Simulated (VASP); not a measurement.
Write the native input for VASP 6.6.1 that does the following.

| Property | Result |
| --- | --- |
| Task | single point |
| Functional | PBEsol |
| Dispersion | D3(BJ) |
| Potentials or basis | VASP PAW PBE potentials, release 64 (Cd, Se) |
| Cutoff | 520 eV |
| k mesh | 7 × 7 × 4 |
| Occupations | fermi-dirac, width 0.05 eV |
| Spin | no spin polarisation |
| Dipole correction | no |
| Further INCAR settings | ALGO = Normal; EDIFF = 1e-06; NBANDS = 26 |

The structure of CdSe (Cadmoselite) lies in POSCAR:

```
CdSe
1.0
    4.2609978554      0.0000000000      0.0000000000
   -2.1304989277      3.6901323883      0.0000000000
    0.0000000000      0.0000000000      6.9592253487
Cd Se
2 2
Direct
    0.6666666667      0.3333333333      0.5047759144
    0.3333333333      0.6666666667      0.0047759144
    0.6666666667      0.3333333333      0.8802240856
    0.3333333333      0.6666666667      0.3802240856
```

These files were run (other wordings do the same):

INCAR

```
PREC = Accurate ; ENCUT = 520
EDIFF = 1E-6 ; ISMEAR = -1
SIGMA = 0.05 ; LREAL = F
LASPH = T ; NELM = 100
ALGO = Normal ; ISIF = 2
LWAVE = F ; LCHARG = F
GGA = PS ; IVDW = 12
NBANDS = 26
```

KPOINTS

```
Automatic mesh
0
Gamma
  7 7 4
```

Potentials or basis: VASP PAW PBE potentials, release 64 (Cd, Se).

Launch:

```sh
$ cat potpaw_PBE.64/Cd/POTCAR potpaw_PBE.64/Se/POTCAR > POTCAR
$ mpirun -np 1 vasp_std > vasp.out
```

It gave:

* Pressure: 0.2 GPa
* Band gap on the k mesh: 0.60 eV, direct
* Dispersion energy per atom: -0.303 eV

Caveat: three body term missing; the PAW data sets were made with another functional, which shifts forces and pressure a little.

Run time: 35 s on 1 thread of AMD EPYC 9R45 (Zen 5), on a shared host, peak memory 0.22 GiB.
